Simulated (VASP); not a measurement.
Crystal: Cu3AgIr2Pd4Pt2.

```
Cu Pd Ag Ir Pt
1.0
    -3.87975   -3.87975    0.00000
     0.00000    3.87975    3.87975
    -3.87975    3.87975   -3.87975
Cu Pd Ag Ir Pt
3 4 1 2 2
Direct
  0.83033 0.16654 0.67109
  0.66941 0.32825 0.33607
  0.50181 0.49640 0.99837
  0.49266 0.98626 0.00075
  0.33471 0.16438 0.66609
  0.00172 0.49431 0.00316
  0.16300 0.83296 0.33565
  0.66562 0.83466 0.33641
  0.00511 0.99750 0.99475
  0.33092 0.66516 0.66525
  0.15673 0.32989 0.33633
  0.82309 0.66261 0.65885
```

| Property | Result |
| --- | --- |
| Program | VASP 6.6.1 |
| Task | relaxation of cell and atoms |
| Functional | PBE |
| Potentials or basis | VASP PAW PBE potentials, release 64 (Cu, Pd, Ag, Ir, Pt) |
| Cutoff | 600 eV |
| k mesh | 3 × 3 × 2, shifted |
| Occupations | gaussian, width 0.1 eV |
| Spin | no spin polarisation |

At the start: pressure -0.1 GPa; volume 14.60 Å³/atom.

**Question.** Where does the relaxation end?

**Answer.** Over 10 steps the energy falls by 14.0 meV/atom and the volume is 14.59 Å³/atom (-0.1 %); space group P1 (No. 1, to 0.1 Å) before and after.

Step by step:
| step | energy change (eV) | largest force (eV/Å) | pressure (GPa) | volume (Å³) |
| --- | --- | --- | --- | --- |
| 1 | 0.0000 | 1.3140 | -0.06 | 175.20 |
| 2 | -0.1321 | 0.3764 | -0.14 | 175.05 |
| 3 | -0.1415 | 0.3116 | -0.03 | 175.00 |
| 4 | -0.1603 | 0.1291 | 0.12 | 174.91 |
| 5 | -0.1633 | 0.1861 | 0.23 | 174.86 |
| 6 | -0.1665 | 0.0592 | -0.43 | 175.48 |
| 7 | -0.1665 | 0.0590 | -0.41 | 175.48 |
| 8 | -0.1673 | 0.0855 | 0.45 | 174.74 |
| 9 | -0.1678 | 0.0486 | 0.10 | 175.03 |
| 10 | -0.1684 | 0.0330 | 0.04 | 175.09 |

Final structure:
```
Cu Pd Ag Ir Pt
1.0
    -3.85609   -3.86319   -0.01774
     0.01324    3.86742    3.92467
    -3.86706    3.85660   -3.92701
Cu Pd Ag Ir Pt
3 4 1 2 2
Direct
  0.83028 0.16460 0.66785
  0.66505 0.33093 0.33493
  0.49823 0.49435 0.99865
  0.50440 0.99701 0.99676
  0.32916 0.16668 0.66856
  0.00160 0.49346 0.99795
  0.16254 0.82853 0.33410
  0.66404 0.83098 0.33286
  0.00535 0.99641 0.00282
  0.32359 0.66133 0.66294
  0.16477 0.32917 0.33101
  0.82610 0.66546 0.67437
```

Caveat: the k points lie up to 0.47 Å⁻¹ apart in the final cell.
